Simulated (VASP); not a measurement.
# ZnSe (Fm-3m) in VASP: further runs, part 2 of 2

VASP 6.6.1. The steps go on from the part before.

### 4 Single point, r2SCAN (15.77 Å³/atom)

This run uses another cell than the first one, of 15.77 Å³/atom.

Contents of POSCAR:

```
ZnSe
1.0
    0.0000000000      2.5078933231      2.5078933231
    2.5078933231      0.0000000000      2.5078933231
    2.5078933231      2.5078933231      0.0000000000
Se Zn
1 1
Direct
    0.0000000000      0.0000000000      0.0000000000
    0.5000000000      0.5000000000      0.5000000000
```

Contents of INCAR.step1:

```
SYSTEM = ZnSe
PREC     = Accurate       ! precision mode
ENCUT    = 520            ! plane-wave cutoff, eV
ISMEAR   = 0              ! smearing method
SIGMA    = 0.05           ! smearing width, eV
LREAL    = .FALSE.        ! projectors in reciprocal space
LASPH    = .TRUE.         ! aspherical terms in the spheres
NELM     = 80             ! most SCF steps
NBANDS   = 16             ! bands
GGA      = PE             ! functional
ALGO     = Normal         ! electronic algorithm
EDIFF    = 1E-4           ! SCF threshold, eV
LWAVE    = .TRUE.         ! write WAVECAR
LCHARG   = .FALSE.        ! write CHGCAR
```

Contents of INCAR.step2:

```
SYSTEM = ZnSe
PREC     = Accurate       ! precision mode
ENCUT    = 520            ! plane-wave cutoff, eV
EDIFF    = 1E-6           ! SCF threshold, eV
ISMEAR   = 0              ! smearing method
SIGMA    = 0.05           ! smearing width, eV
LREAL    = .FALSE.        ! projectors in reciprocal space
LASPH    = .TRUE.         ! aspherical terms in the spheres
NELM     = 80             ! most SCF steps
ALGO     = Normal         ! electronic algorithm
ISIF     = 2              ! what is computed and relaxed
LWAVE    = .FALSE.        ! write WAVECAR
LCHARG   = .FALSE.        ! write CHGCAR
METAGGA  = R2SCAN         ! meta-GGA
LMIXTAU  = .TRUE.       
NBANDS   = 16             ! bands
ISTART   = 1
```

Contents of KPOINTS:

```
Automatic mesh
0
G
  12 12 12
  0 0 0
```

Command:

```bash
$ cat potpaw_PBE.64/Se/POTCAR potpaw_PBE.64/Zn/POTCAR > POTCAR
$ cp INCAR.step1 INCAR
$ mpirun -np 1 vasp_std > vasp.out
$ cp INCAR.step2 INCAR
$ mpirun -np 1 vasp_std > vasp.out
```

Run time: 75 s. Hardware: 1 thread of Intel Xeon 6975P-C (Granite Rapids), shared host; peak memory 0.19 GiB.

The run converged. Its results:

```yaml
Free_energy: -23.9243 eV
Pressure: 21.5 GPa
Band_gap_on_the_k_mesh: zero (bands 9 and 10 overlap by 0.77 eV)
```

Levels at points of the mesh, in eV from the Fermi level:
```tsv
k point	band 5	band 6	band 7	band 8	band 9	band 10	band 11	band 12	band 13	band 14
(0.00, 0.00, 0.00)	-7.32	-7.32	-0.72	-0.72	-0.72	2.90	9.12	9.12	9.12	11.68
(0.50, 0.00, 0.00)	-7.14	-7.14	-6.44	-0.12	-0.12	3.95	5.29	5.29	8.39	14.74
(0.50, 0.50, 0.00)	-7.07	-6.69	-6.54	-3.36	-3.36	-0.71	4.92	13.94	13.94	14.74
```

Caveat: the cell stands under pressure; semilocal functionals underestimate gaps, so a narrow gap can read as zero; the PAW data sets were made with another functional, which shifts forces and pressure a little.

### 5 Single point, r2SCAN (16.52 Å³/atom)

This run uses another cell than the first one, of 16.52 Å³/atom.

Contents of POSCAR:

```
ZnSe
1.0
    0.0000000000      2.5470854866      2.5470854866
    2.5470854866      0.0000000000      2.5470854866
    2.5470854866      2.5470854866      0.0000000000
Se Zn
1 1
Direct
    0.0000000000      0.0000000000      0.0000000000
    0.5000000000      0.5000000000      0.5000000000
```

Contents of INCAR.step1:

```
  PREC = Accurate
  ENCUT = 520
  ISMEAR = 0
  SIGMA = 0.05
  LREAL = False
  LASPH = True
  NELM = 80
  NBANDS = 16
  GGA = PE
  ALGO = Normal
  EDIFF = 1E-4
  LWAVE = True
  LCHARG = False
```

Contents of INCAR.step2:

```
  PREC = Accurate
  ENCUT = 520
  EDIFF = 1E-6
  ISMEAR = 0
  SIGMA = 0.05
  LREAL = False
  LASPH = True
  NELM = 80
  ALGO = Normal
  ISIF = 2
  LWAVE = False
  LCHARG = False
  METAGGA = R2SCAN
  LMIXTAU = True
  NBANDS = 16
  ISTART = 1
```

Contents of KPOINTS:

```
regular mesh
0
Gamma
  12 12 12
```

Command:

```bash
$ cat potpaw_PBE.64/Se/POTCAR potpaw_PBE.64/Zn/POTCAR > POTCAR
$ cp INCAR.step1 INCAR
$ mpirun -np 1 vasp_std > vasp.out
$ cp INCAR.step2 INCAR
$ mpirun -np 1 vasp_std > vasp.out
```

It took 99 s on 1 thread of Intel Xeon 6975P-C (Granite Rapids), shared host; peak memory 0.19 GiB.

The run converged. Its results:

| Property | Result |
| --- | --- |
| Free energy | -24.0891 eV |
| Pressure | 14.2 GPa |
| Band gap on the k mesh | zero (bands 9 and 10 overlap by 0.73 eV) |

Levels at points of the mesh, in eV from the Fermi level:
| k point | band 7 | band 8 | band 9 | band 10 | band 11 | band 12 |
| --- | --- | --- | --- | --- | --- | --- |
| (0.00, 0.00, 0.00) | -0.65 | -0.65 | -0.65 | 2.51 | 9.14 | 9.14 |
| (0.50, 0.00, 0.00) | -6.27 | -0.12 | -0.12 | 3.96 | 5.35 | 5.35 |
| (0.50, 0.50, 0.00) | -6.27 | -3.13 | -3.13 | -0.68 | 5.07 | 13.50 |

Caveat: the cell stands under pressure; semilocal functionals underestimate gaps, so a narrow gap can read as zero; the PAW data sets were made with another functional, which shifts forces and pressure a little.

### 6 Single point, r2SCAN (17.28 Å³/atom)

This run uses another cell than the first one, of 17.28 Å³/atom.

Contents of POSCAR:

```
ZnSe
1.0
    0.0000000000      2.5851072935      2.5851072935
    2.5851072935      0.0000000000      2.5851072935
    2.5851072935      2.5851072935      0.0000000000
Se Zn
1 1
Direct
    0.0000000000      0.0000000000      0.0000000000
    0.5000000000      0.5000000000      0.5000000000
```

Contents of INCAR.step1:

```
ALGO = Normal
EDIFF = 1E-4
ENCUT = 520
GGA = PE
ISMEAR = 0
LASPH = T
LCHARG = F
LREAL = F
LWAVE = T
NBANDS = 16
NELM = 80
PREC = Accurate
SIGMA = 0.05
```

Contents of INCAR.step2:

```
ALGO = Normal
EDIFF = 1E-7
ENCUT = 520
ISIF = 2
ISMEAR = 0
ISTART = 1
LASPH = T
LCHARG = F
LMIXTAU = T
LREAL = F
LWAVE = F
METAGGA = R2SCAN
NBANDS = 16
NELM = 80
PREC = Accurate
SIGMA = 0.05
```

Contents of KPOINTS:

```
k-points
0
Gamma
  12 12 12
```

Potentials or basis: VASP PAW PBE potentials, release 64 (Se, Zn).

Command:

```bash
$ cat potpaw_PBE.64/Se/POTCAR potpaw_PBE.64/Zn/POTCAR > POTCAR
$ cp INCAR.step1 INCAR
$ mpirun -np 1 vasp_std > vasp.out
$ cp INCAR.step2 INCAR
$ mpirun -np 1 vasp_std > vasp.out
```

OUTCAR:

```text
EDIFF = 1E-7
   ENCUT = 520
   ISIF = 2
   ISMEAR = 0
   ISTART = 1
   LASPH = T
   LREAL = F
   METAGGA = R2SCAN
   NELM = 80
   PREC = Accurate

 ion  position               nearest neighbor table
   1  0.000  0.000  0.000-   2 2.59   2 2.59   2 2.59   2 2.59   2 2.59   2 2.59
   2  0.500  0.500  0.500-   1 2.59   1 2.59   1 2.59   1 2.59   1 2.59   1 2.59

  LATTYP: Found a face centered cubic cell.
 ALAT       =     5.1702145870

  Lattice vectors:

 A1 = (   0.0000000000,   2.5851072935,   2.5851072935)
 A2 = (   2.5851072935,   0.0000000000,   2.5851072935)
 A3 = (   2.5851072935,   2.5851072935,   0.0000000000)

Analysis of symmetry for initial positions (statically):
=====================================================================
 Subroutine PRICEL returns:
 Original cell was already a primitive cell.

 Routine SETGRP: Setting up the symmetry group for a
 face centered cubic supercell.

 Subroutine GETGRP returns: Found 48 space group operations
 (whereof 48 operations were pure point group operations)
 out of a pool of 48 trial point group operations.

The static configuration has the point symmetry O_h .

Analysis of symmetry for dynamics (positions and initial velocities):
=====================================================================
 Subroutine PRICEL returns:
 Original cell was already a primitive cell.

 Routine SETGRP: Setting up the symmetry group for a
 face centered cubic supercell.

 Subroutine GETGRP returns: Found 48 space group operations
 (whereof 48 operations were pure point group operations)
 out of a pool of 48 trial point group operations.

The dynamic configuration has the point symmetry O_h .

 Subroutine INISYM returns: Found 48 space group operations
 (whereof 48 operations are pure point group operations),
 and found     1 'primitive' translations

----------------------------------------------------------------------------------------

[... 111 lines left out ...]
     AMIX     =   0.40;   BMIX     =  1.00
     AMIX_MAG =   1.60;   BMIX_MAG =  1.00
  volume/ion in A,a.u.               =      17.28       116.58
  Fermi-wavevector in a.u.,A,eV,Ry     =   1.317277  2.489292 23.609082  1.735219
  Thomas-Fermi vector in A             =   2.447329
   LORBIT       =      0    0 simple, 1 ext, 2 COOP (PROOUT), +10 PAW based schemes
   METAGGA = R2SCAN    functional components
   LHFCALC =     F    Hartree Fock is set to
   AEXX    =    0.0000 exact exchange contribution
   IVDW    =     0    specifies the selected vdW correction
   LEPSILON=     F    determine dielectric tensor
   LRPA    =     F    only Hartree local field effects (RPA)
 non-spin polarized calculation
 Gauss-broadening in eV      SIGMA  =   0.05
  energy-cutoff  :      520.00
  volume of cell :       34.55
 maximum number of plane-waves:       950
   NGX = 13   NGY = 13   NGZ = 13

 number of electron      17.9999988 magnetization

 Free energy of the ion-electron system (eV)
  ---------------------------------------------------
  ext. energy  EPLUGINS =         0.00000000
  ---------------------------------------------------
  free energy    TOTEN  =       -24.19295041 eV

  energy without entropy =      -24.19185193  energy(sigma->0) =      -24.19240117

 E-fermi :   3.9567     XC(G=0): -11.5863

 val. band max:        3.9530645120   @ k =  -0.2500   0.1667   0.0000
 cond. band min:       4.0091154412   @ k =  -0.1667   0.1667   0.0000
 fundamental gap:      0.0560509292
 Fermi energy:         3.9566727453

 k-point     1 :       0.0000    0.0000    0.0000
  band No.  band energies     occupation
      1     -11.1725      2.00000
      2      -3.0933      2.00000
      3      -3.0933      2.00000
      4      -3.0512      2.00000
      5      -3.0512      2.00000
      6      -3.0512      2.00000
[... 433 lines left out ...]
      3      -3.3870      2.00000
      4      -3.3025      2.00000
      5      -2.9092      2.00000
      6      -2.8966      2.00000
[... 8 lines left out ...]
     15      17.8535      0.00000
     16      18.5650      0.00000

 [... further k-points ...]

------------------------ aborting loop because EDIFF is reached ----------------------------------------

  FORCE on cell =-STRESS in cart. coord.  units (eV):
  Direction    XX          YY          ZZ          XY          YZ          ZX
  --------------------------------------------------------------------------------------
  -------------------------------------------------------------------------------------
  Total        1.8060977      1.8060977      1.8060977      0.0000000      0.0000000      0.0000000
  in kB       83.7502501     83.7502501     83.7502501      0.0000000      0.0000000      0.0000000
  external PRESSURE =      83.7502501 kB  Pullay stress =       0.0000000 kB

 VOLUME and BASIS-vectors are now :
 -----------------------------------------------------------------------------
  energy-cutoff  :      520.00
  volume of cell :       34.55
      direct lattice vectors                 reciprocal lattice vectors
     0.000000000  2.585107294  2.585107294    -0.193415570  0.193415570  0.193415570
     2.585107294  0.000000000  2.585107294     0.193415570 -0.193415570  0.193415570
     2.585107294  2.585107294  0.000000000     0.193415570  0.193415570 -0.193415570

 POSITION                                       TOTAL-FORCE (eV/Angst)
 -----------------------------------------------------------------------------------
      0.00000      0.00000      0.00000        -0.000000     -0.000000     -0.000000
      2.58511      2.58511      2.58511         0.000000      0.000000      0.000000
 -----------------------------------------------------------------------------------
    total drift:                                0.000000      0.000000      0.000000

  FREE ENERGIE OF THE ION-ELECTRON SYSTEM (eV)
  ---------------------------------------------------
  free  energy   TOTEN  =       -24.1929504053 eV

  energy  without entropy=      -24.1918519262  energy(sigma->0) =      -24.19240117
```

OSZICAR.step1:

```text
N       E                     dE             d eps       ncg     rms          rms(c)
DAV:   1     0.768420206740E+02    0.76842E+02   -0.87991E+03  2304   0.139E+03
DAV:   2    -0.166535054152E+01   -0.78507E+02   -0.74043E+02  2608   0.257E+02
DAV:   3    -0.558996331098E+01   -0.39246E+01   -0.38972E+01  2800   0.529E+01
DAV:   4    -0.561376363802E+01   -0.23800E-01   -0.23798E-01  2752   0.427E+00
DAV:   5    -0.561384931575E+01   -0.85678E-04   -0.85678E-04  2888   0.250E-01    0.546E+00
DAV:   6    -0.531596669051E+01    0.29788E+00   -0.55422E-01  3128   0.244E+01    0.418E+00
DAV:   7    -0.529351274043E+01    0.22454E-01   -0.13232E-01  2784   0.358E+00    0.181E+00
DAV:   8    -0.529185845580E+01    0.16543E-02   -0.46003E-03  3120   0.925E-01    0.469E-01
DAV:   9    -0.529168115909E+01    0.17730E-03   -0.12289E-03  2864   0.290E-01    0.476E-02
DAV:  10    -0.529169734570E+01   -0.16187E-04   -0.60396E-05  1640   0.805E-02
   1 F= -.52916973E+01 E0= -.52910522E+01  d E =-.129034E-02
```

It took 2.1 min on 1 thread of Intel Xeon 6975P-C (Granite Rapids), shared host; peak memory 0.19 GiB.

What came out:

```yaml
Free_energy: -24.1930 eV
Pressure: 8.4 GPa
Band_gap_on_the_k_mesh: zero (bands 9 and 10 overlap by 0.70 eV)
```

Caveat: the cell stands under pressure; semilocal functionals underestimate gaps, so a narrow gap can read as zero; the PAW data sets were made with another functional, which shifts forces and pressure a little.

### 7 Summary

| level | cell | k mesh | gap on the mesh (eV) | pressure (GPa) |
| --- | --- | --- | --- | --- |
| PBE | a = 3.798 Å, angles 60.0°, 2 atoms | 6 × 6 × 6 | none | 0.2 |
| r2SCAN | a = 3.489 Å, angles 60.0°, 2 atoms | 12 × 12 × 12 | none | 30.4 |
| r2SCAN | a = 3.547 Å, angles 60.0°, 2 atoms | 12 × 12 × 12 | none | 21.5 |
| r2SCAN | a = 3.602 Å, angles 60.0°, 2 atoms | 12 × 12 × 12 | none | 14.2 |
| r2SCAN | a = 3.656 Å, angles 60.0°, 2 atoms | 12 × 12 × 12 | none | 8.4 |

Alike in all rows: task single point; potentials or basis VASP PAW PBE potentials, release 64 (Se, Zn); no spin polarisation; cutoff (eV) 520; smearing gaussian 0.05 eV.

Caveats: the cell stands under pressure (at least some runs); the PAW data sets were made with another functional, which shifts forces and pressure a little (at least some runs); semilocal functionals underestimate gaps, so a narrow gap can read as zero (at least some runs).

Total energies depend on the potentials used, so only differences within one code and one set of settings carry meaning.
